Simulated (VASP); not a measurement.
Here is a VASP 6.6.1 calculation.

Contents of INCAR:

```
SYSTEM = BaTiO3
ALGO     = Normal         ! electronic algorithm
EDIFF    = 1E-7           ! SCF threshold, eV
ENCUT    = 520            ! plane-wave cutoff, eV
GGA      = PE             ! functional
ISIF     = 2              ! what is computed and relaxed
ISMEAR   = 0              ! smearing method
LASPH    = .True.         ! aspherical terms in the spheres
LCHARG   = .False.        ! write CHGCAR
LDAU     = .True.         ! DFT+U
LDAUJ    = 0 0 0        
LDAUL    = -1 2 -1        ! shell
LDAUPRINT= 1            
LDAUTYPE = 2            
LDAUU    = 0 4 0          ! U, eV
LMAXMIX  = 4              ! l up to which the mixer works
LREAL    = .False.        ! projectors in reciprocal space
LWAVE    = .False.        ! write WAVECAR
NBANDS   = 28             ! bands
NELM     = 150            ! most SCF steps
PREC     = Accurate       ! precision mode
SIGMA    = 0.02           ! smearing width, eV
```

KPOINTS

```
k-points
0
Gamma
  6 6 6
  0 0 0
```

The input POSCAR:

```
BaTiO3
1.0
    2.7747091852      1.6019790950      2.2758245614
   -2.7747091852      1.6019790950      2.2758245614
    0.0000000000     -3.3629825586      2.3877636442
Ba Ti O
1 1 3
Direct
   -0.0057754471     -0.0057754471      0.0095265398
    0.4942315695      0.4942315695      0.5244207312
    0.4942146004      0.9942122343      0.4843236865
    0.4942180428      0.4942180428      0.9685063560
    0.9942122343      0.4942146004      0.4843236865
```

Potentials or basis: VASP PAW PBE potentials, release 64 (Ba_sv, Ti_sv, O).

Run with:

```bash
$ cat potpaw_PBE.64/Ba_sv/POTCAR potpaw_PBE.64/Ti_sv/POTCAR potpaw_PBE.64/O/POTCAR > POTCAR
$ mpirun -np 1 vasp_std > vasp.out
```

(1) Predict the largest force.

(2) What does it give for the pressure?

## Answers

(1) 0.982 eV/Å.

(2) 11.9 GPa.

Caveat: the cell differs from its parent crystal (biaxial strain in the a-b plane: -3.0 %); the cell stands under pressure.
